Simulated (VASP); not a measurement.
# CdS: single point with PBE

Crystal: CdS.

```
Cd S
1.0
     0.00000    2.90982    2.98167
     2.90982    0.00000    2.98167
     2.90982    2.90982    0.00000
Cd S
1 1
Cartesian
  0.0000 0.0000 0.0000
  1.4549 1.4549 1.4908
```

This cell differs from its parent crystal: epitaxial xy strain -1.0%.

* Program: VASP 6.6.1
* Task: single point
* Functional: PBE
* Potentials or basis: VASP PAW PBE potentials, release 64 (Cd, S)
* Cutoff: 520 eV
* k mesh: 4 × 4 × 4
* Occupations: gaussian, width 0.01 eV
* Spin: no spin polarisation

```json
{"Pressure": "2.2 GPa", "Band gap on the k mesh": "1.07 eV"}
```

Stress tensor (GPa, compression positive):
```
2.35 0.00 0.00
0.00 2.35 0.00
0.00 0.00 1.89
```

Levels at points of the mesh, in eV from the valence-band top:
```csv
k point,band 5,band 6,band 7,band 8,band 9,band 10,band 11,band 12,band 13,band 14
"(0.00, 0.00, 0.00)",-7.26,-7.25,-0.08,0.00,0.00,1.07,6.51,6.51,6.51,11.18
"(0.50, 0.00, 0.00)",-7.22,-6.89,-4.33,-0.80,-0.70,2.95,6.88,7.07,7.40,10.99
"(0.50, 0.50, 0.00)",-7.18,-6.86,-4.00,-1.78,-1.78,3.60,4.43,8.97,10.68,10.68
"(0.50, 0.00, 0.50)",-7.17,-6.81,-3.86,-1.90,-1.86,3.52,4.23,9.21,10.48,10.74
```

It took 11 s on 1 thread of Intel(R) Xeon(R) Platinum 8375C CPU @ 2.90GHz (Ice Lake) (shared host), peak memory 0.17 GiB.

Caveat: the k points lie up to 0.46 Å⁻¹ apart; the cell differs from its parent crystal (epitaxial xy strain -1.0%); the structure was generated, so it needn't be the stable form of CdS.
